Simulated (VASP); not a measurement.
A run of VASP 6.6.1 is set up as follows.

Contents of INCAR:

```
SYSTEM = K2Nb3S6
  PREC = Accurate
  ENCUT = 520
  EDIFF = 1E-6
  ISMEAR = -1
  SIGMA = 0.05
  LREAL = Auto
  LASPH = .True.
  NELM = 100
  ALGO = Normal
  ISIF = 2
  LWAVE = .False.
  LCHARG = .False.
  GGA = PE
  NBANDS = 110
```

KPOINTS

```
regular mesh
0
Gamma
  1 2 2
  0 0 0
```

POSCAR

```
K2Nb3S6
1.0
   15.9327860000      0.0000000000      0.0000000000
    0.0000000000      5.1921440000      2.9975690000
    0.0000000000     -5.1921440000      2.9975690000
K Nb S
4 6 12
Direct
    0.4969815072     -0.0017685237      0.3728358786
    0.4937805604      0.3090225572     -0.0031413581
    0.0118309503      0.3279321861      0.6488593406
   -0.0016444080      0.6632855766      0.3264497723
    0.2520274860      0.3278219383      0.6759247644
    0.2508098709     -0.0059953717     -0.0111184962
    0.2553037491      0.6629970429      0.3238693145
    0.7509358376      0.3494232725      0.6759743080
    0.7493165351      0.0082204292      0.0293099830
    0.7502454373      0.6754149341      0.3468801323
    0.1578317816      0.3384428075      0.3385391068
    0.1599155352      0.9862633144      0.6439577081
    0.1565639556      0.6580728717      1.0080439049
    0.8414849732      0.3525379827      0.3660776688
    0.8532531599      0.9960651853      0.6619450223
    0.8486965180      0.6548232361      1.0181991363
    0.3480747184      0.3206131254      0.3367528935
    0.3555184887      0.9793607187      0.6504599794
    0.3530393241      0.6790573075      0.9938983442
    0.6548132888      0.3341901190      0.3485964991
    0.6524408223      1.0181722793      0.7076261927
    0.6516562766      0.6567676020      0.9949708567
```

Potentials or basis: VASP PAW PBE potentials, release 64 (K_sv, Nb_sv, S).

Command:

```bash
$ cat potpaw_PBE.64/K_sv/POTCAR potpaw_PBE.64/Nb_sv/POTCAR potpaw_PBE.64/S/POTCAR > POTCAR
$ mpirun -np 1 vasp_std > vasp.out
```

Question: Estimate the pressure.

Answer: -1.8 GPa.

Question: Estimate the band gap on the k mesh.

Answer: Zero (bands 93 and 94 overlap by 0.62 eV).

Question: What does it give for the largest force?

Answer: 2.335 eV/Å.

Stress tensor (GPa, compression positive):
```
-0.65  0.28 -0.07
 0.28 -2.42 -0.71
-0.07 -0.71 -2.28
```

Caveat: the k points lie up to 0.61 Å⁻¹ apart, too coarse for converged energies and pressures of a metal; forces of over 1 eV/Å act on the atoms, so gaps and moduli don't describe the material at rest.
